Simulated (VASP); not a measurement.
# Ru (Fm-3m) in VASP: a series of runs

Ru is run at these levels: PBEsol; tasks: single point.

All numbers are computed with VASP 6.6.1; they aren't measurements. Logs are shortened: lines on timing, memory, paths and dates and some standing lists are left out, and cuts for length are marked.

### Step 1. The cell of the first run

Symmetry: Fm-3m, No. 225, cubic system. Conventional cell: a = 3.830 Å, b = 3.830 Å, c = 3.830 Å, α = 90.00°, β = 90.00°, γ = 90.00°. Within 3.6 Å of Ru (site symmetry m-3m) lie 12 Ru at 2.71 Å.

### Step 2. Single point, PBEsol

File INCAR:

```
SYSTEM = Ru
PREC = Accurate ; ENCUT = 520
EDIFF = 1E-7 ; ISMEAR = 0
SIGMA = 0.15 ; LREAL = .FALSE.
LASPH = .TRUE. ; NELM = 100
ALGO = Normal ; ISIF = 2
LWAVE = .FALSE. ; LCHARG = .FALSE.
GGA = PS ; NBANDS = 13
```

File KPOINTS:

```
Automatic mesh
0
G
  22 22 22
  0 0 0
```

File POSCAR:

```
Ru
1.0
    0.0000000000      1.9150000000      1.9150000000
    1.9150000000      0.0000000000      1.9150000000
    1.9150000000      1.9150000000      0.0000000000
Ru
1
Direct
    0.0000000000      0.0000000000      0.0000000000
```

Potentials or basis: VASP PAW PBE potentials, release 64 (Ru_pv).

On the command line:

```bash
$ cat potpaw_PBE.64/Ru_pv/POTCAR > POTCAR
$ mpirun -np 1 vasp_std > vasp.out
```

OUTCAR:

```text
SYSTEM = Ru
   PREC = Accurate
   ENCUT = 520
   EDIFF = 1E-7
   ISMEAR = 0
   LREAL = .FALSE.
   LASPH = .TRUE.
   NELM = 100
   ISIF = 2
   GGA = PS

 ion  position               nearest neighbor table
   1  0.000  0.000  0.000-

  LATTYP: Found a face centered cubic cell.
 ALAT       =     3.8300000000

  Lattice vectors:

 A1 = (   0.0000000000,   1.9150000000,   1.9150000000)
 A2 = (   1.9150000000,   0.0000000000,   1.9150000000)
 A3 = (   1.9150000000,   1.9150000000,   0.0000000000)

Analysis of symmetry for initial positions (statically):
=====================================================================
 Subroutine PRICEL returns:
 Original cell was already a primitive cell.

 Routine SETGRP: Setting up the symmetry group for a
 face centered cubic supercell.

 Subroutine GETGRP returns: Found 48 space group operations
 (whereof 48 operations were pure point group operations)
 out of a pool of 48 trial point group operations.

The static configuration has the point symmetry O_h .

Analysis of symmetry for dynamics (positions and initial velocities):
=====================================================================
 Subroutine PRICEL returns:
 Original cell was already a primitive cell.

 Routine SETGRP: Setting up the symmetry group for a
 face centered cubic supercell.

 Subroutine GETGRP returns: Found 48 space group operations
 (whereof 48 operations were pure point group operations)
 out of a pool of 48 trial point group operations.

The dynamic configuration has the point symmetry O_h .

 Subroutine INISYM returns: Found 48 space group operations
 (whereof 48 operations are pure point group operations),
 and found     1 'primitive' translations

----------------------------------------------------------------------------------------

                                     Primitive cell

  volume of cell :      14.0455

  direct lattice vectors                    reciprocal lattice vectors
     0.000000000  1.915000000  1.915000000    -0.261096606  0.261096606  0.261096606
     1.915000000  0.000000000  1.915000000     0.261096606 -0.261096606  0.261096606
     1.915000000  1.915000000  0.000000000     0.261096606  0.261096606 -0.261096606

  length of vectors
     2.708218972  2.708218972  2.708218972     0.452232587  0.452232587  0.452232587

  position of ions in fractional coordinates (direct lattice)
     0.000000000  0.000000000  0.000000000

  ion indices of the primitive-cell ions
   primitive index   ion index
                 1           1

----------------------------------------------------------------------------------------

 KPOINTS: Automatic mesh

Automatic generation of k-mesh.
 Grid dimensions read from file:
 generate k-points for:   22   22   22

 Generating k-lattice:

  Cartesian coordinates                     Fractional coordinates (reciprocal lattice)
    -0.011868028  0.011868028  0.011868028     0.045454545  0.000000000  0.000000000
     0.011868028 -0.011868028  0.011868028     0.000000000  0.045454545  0.000000000
     0.011868028  0.011868028 -0.011868028     0.000000000  0.000000000  0.045454545

  Length of vectors
     0.020556027  0.020556027  0.020556027

  Shift w.r.t. Gamma in fractional coordinates (k-lattice)
     0.000000000  0.000000000  0.000000000

 Subroutine IBZKPT returns following result:
 ===========================================

 Found    328 irreducible k-points:

 Following reciprocal coordinates:
            Coordinates               Weight
  0.000000  0.000000  0.000000      1.000000
  0.045455  0.000000  0.000000      8.000000
  0.090909  0.000000  0.000000      8.000000
  0.136364  0.000000  0.000000      8.000000
  0.181818  0.000000  0.000000      8.000000
  0.227273  0.000000  0.000000      8.000000
[... 16 lines left out ...]
  0.500000  0.045455  0.000000     24.000000
 -0.454545  0.045455  0.000000     24.000000
 [... further k-points ...]
   k-points           NKPTS =    328   k-points in BZ     NKDIM =    328   number of bands    NBANDS=     13
   number of dos      NEDOS =    301   number of ions     NIONS =      1
   total plane-waves  NPLWV =   8000
   dimension x,y,z NGX =    20 NGY =   20 NGZ =   20
   dimension x,y,z NGXF=    40 NGYF=   40 NGZF=   40
   ions per type =               1
   NGX,Y,Z   is equivalent  to a cutoff of  12.28, 12.28, 12.28 a.u.
   NGXF,Y,Z  is equivalent  to a cutoff of  24.55, 24.55, 24.55 a.u.
 SYSTEM =  Ru
   PREC   = accura    normal or accurate (medium, high low for compatibility)
   ISTART =      0    job   : 0-new  1-cont  2-samecut
   ICHARG =      2    charge: 1-file 2-atom 10-const
   ISPIN  =      1    spin polarized calculation?
   LNONCOLLINEAR =      F non collinear calculations
   LSORBIT =      F    spin-orbit coupling
   LASPH  =      T    aspherical Exc in radial PAW
   ENCUT  =  520.0 eV  38.22 Ry    6.18 a.u.   5.04  5.04  5.04*2*pi/ulx,y,z
   NELM   =    100;   NELMIN=  2; NELMDL= -5     # of ELM steps
   EDIFF  = 0.1E-06   stopping-criterion for ELM
   LREAL  =      F    real-space projection
   EDIFFG = 0.1E-05   stopping-criterion for IOM
   NSW    =      0    number of steps for IOM
   IBRION =     -1    ionic relax: 0-MD 1-quasi-New 2-CG
   NFREE  =      0    steps in history (QN), initial steepest desc. (CG)
   ISIF   =      2    stress and relaxation
   ISYM   =      2    0-nonsym 1-usesym 2-fastsym
   POTIM  = 0.5000    time-step for ionic-motion
   TEBEG  =    0.0;   TEEND  =   0.0 temperature during run
   PSTRESS=    0.0 pullay stress
   NELECT =      14.0000    total number of electrons
   NUPDOWN=      -1.0000    fix difference up-down
   EMIN   =  10.00;   EMAX   =-10.00  energy-range for DOS
   EFERMI =   0.00;   METHOD = LEGACY
   ISMEAR =     0;   SIGMA  =   0.15  broadening in eV -4-tet -1-fermi 0-gaus
   EFERMI_NEDOS =   21; number of points for ismear=-14 and -15
   IALGO  =     38    algorithm
   IMIX   =      4    mixing-type and parameters
     AMIX     =   0.40;   BMIX     =  1.00
     AMIX_MAG =   1.60;   BMIX_MAG =  1.00
  volume/ion in A,a.u.               =      14.05        94.78
  Fermi-wavevector in a.u.,A,eV,Ry     =   1.635330  3.090326 36.386117  2.674304
  Thomas-Fermi vector in A             =   2.726821
   LORBIT       =      0    0 simple, 1 ext, 2 COOP (PROOUT), +10 PAW based schemes
   GGA     = PS    functional components
   LHFCALC =     F    Hartree Fock is set to
   AEXX    =    0.0000 exact exchange contribution
   IVDW    =     0    specifies the selected vdW correction
   LEPSILON=     F    determine dielectric tensor
   LRPA    =     F    only Hartree local field effects (RPA)
 non-spin polarized calculation
 Gauss-broadening in eV      SIGMA  =   0.15
  energy-cutoff  :      520.00
  volume of cell :       14.05
 maximum number of plane-waves:       388
   NGX =  9   NGY =  9   NGZ =  9

 number of electron      13.9999998 magnetization

 Free energy of the ion-electron system (eV)
  ---------------------------------------------------
  ext. energy  EPLUGINS =         0.00000000
  ---------------------------------------------------
  free energy    TOTEN  =       -10.02813174 eV

  energy without entropy =      -10.01735769  energy(sigma->0) =      -10.02274471

 E-fermi :  11.9985     XC(G=0): -14.0712

 val. band max:       11.9893779963   @ k =  -0.4545   0.4545   0.0909
 cond. band min:      12.0026607761   @ k =  -0.0909   0.0909   0.0000
 fundamental gap:      0.0132827798
 Fermi energy:        11.9985304900

 k-point     1 :       0.0000    0.0000    0.0000
  band No.  band energies     occupation
      1     -30.3680      2.00000
      2     -30.3680      2.00000
      3     -30.3680      2.00000
      4       4.2218      2.00000
      5       9.5412      2.00000
      6       9.5412      2.00000
      7       9.5412      2.00000
      8      11.8841      1.71916
      9      11.8841      1.71916
     10      22.4336      0.00000
     11      27.0457      0.00000
     12      32.5844      0.00000
     13      32.5844      0.00000

 k-point     2 :       0.0455    0.0000    0.0000
  band No.  band energies     occupation
      1     -30.3884      2.00000
      2     -30.3707      2.00000
      3     -30.3707      2.00000
      4       4.3079      2.00000
      5       9.4961      2.00000
      6       9.5774      2.00000
      7       9.5774      2.00000
      8      11.8607      1.80611
      9      11.8607      1.80611
     10      22.4335      0.00000
     11      27.1883      0.00000
     12      32.1308      0.00000
     13      32.7221      0.00000

 k-point     3 :       0.0909    0.0000    0.0000
  band No.  band energies     occupation
      1     -30.4476      2.00000
      2     -30.3785      2.00000
      3     -30.3785      2.00000
      4       4.5585      2.00000
      5       9.3753      2.00000
      6       9.6771      2.00000
      7       9.6771      2.00000
      8      11.8031      1.93460
      9      11.8031      1.93460
     10      22.4335      0.00000
     11      27.5911      0.00000
     12      31.1099      0.00000
     13      33.1276      0.00000
[... 305 lines left out ...]
 k-point    23 :       0.5000    0.0455    0.0000
  band No.  band energies     occupation
      1     -31.3184      2.00000
      2     -30.5102      2.00000
      3     -30.5024      2.00000
      4       6.2158      2.00000
      5       9.3589      2.00000
      6       9.4923      2.00000
      7      12.3400      0.00128
      8      13.6703      0.00000
      9      14.2710      0.00000
     10      21.6386      0.00000
     11      22.4459      0.00000
     12      26.7771      0.00000
     13      32.6772      0.00000

 k-point    24 :      -0.4545    0.0455    0.0000
  band No.  band energies     occupation
      1     -31.3122      2.00000
      2     -30.5129      2.00000
      3     -30.4980      2.00000
      4       6.2235      2.00000
      5       9.3769      2.00000
      6       9.4912      2.00000
      7      12.2941      0.00533
      8      13.5559      0.00000
      9      14.2705      0.00000
     10      21.7603      0.00000
     11      22.4478      0.00000
     12      26.8143      0.00000
     13      32.5532      0.00000

 [... further k-points ...]

------------------------ aborting loop because EDIFF is reached ----------------------------------------

  FORCE on cell =-STRESS in cart. coord.  units (eV):
  Direction    XX          YY          ZZ          XY          YZ          ZX
  --------------------------------------------------------------------------------------
  -------------------------------------------------------------------------------------
  Total       -1.3010989     -1.3010989     -1.3010989     -0.0000000      0.0000000     -0.0000000
  in kB     -148.4173111   -148.4173111   -148.4173111     -0.0000000      0.0000000     -0.0000000
  external PRESSURE =    -148.4173111 kB  Pullay stress =       0.0000000 kB

 VOLUME and BASIS-vectors are now :
 -----------------------------------------------------------------------------
  energy-cutoff  :      520.00
  volume of cell :       14.05
      direct lattice vectors                 reciprocal lattice vectors
     0.000000000  1.915000000  1.915000000    -0.261096606  0.261096606  0.261096606
     1.915000000  0.000000000  1.915000000     0.261096606 -0.261096606  0.261096606
     1.915000000  1.915000000  0.000000000     0.261096606  0.261096606 -0.261096606

 POSITION                                       TOTAL-FORCE (eV/Angst)
 -----------------------------------------------------------------------------------
      0.00000      0.00000      0.00000         0.000000      0.000000     -0.000000
 -----------------------------------------------------------------------------------
    total drift:                                0.000000      0.000000      0.000000

  FREE ENERGIE OF THE ION-ELECTRON SYSTEM (eV)
  ---------------------------------------------------
  free  energy   TOTEN  =       -10.0281317420 eV

  energy  without entropy=      -10.0173576868  energy(sigma->0) =      -10.02274471
```

Wall time 24 s (1 thread of Intel Xeon Platinum 8488C (Sapphire Rapids), shared host); peak memory 0.17 GiB.

Results:

- Free energy: -10.0281 eV
- Pressure: -14.8 GPa
- Band gap on the k mesh: zero (band 7 reaches 14.15 eV, above the bottom of band 8 at 10.76 eV)

Caveat: the PAW data sets were made with another functional, which shifts forces and pressure a little.

[end of part 1 of 2]
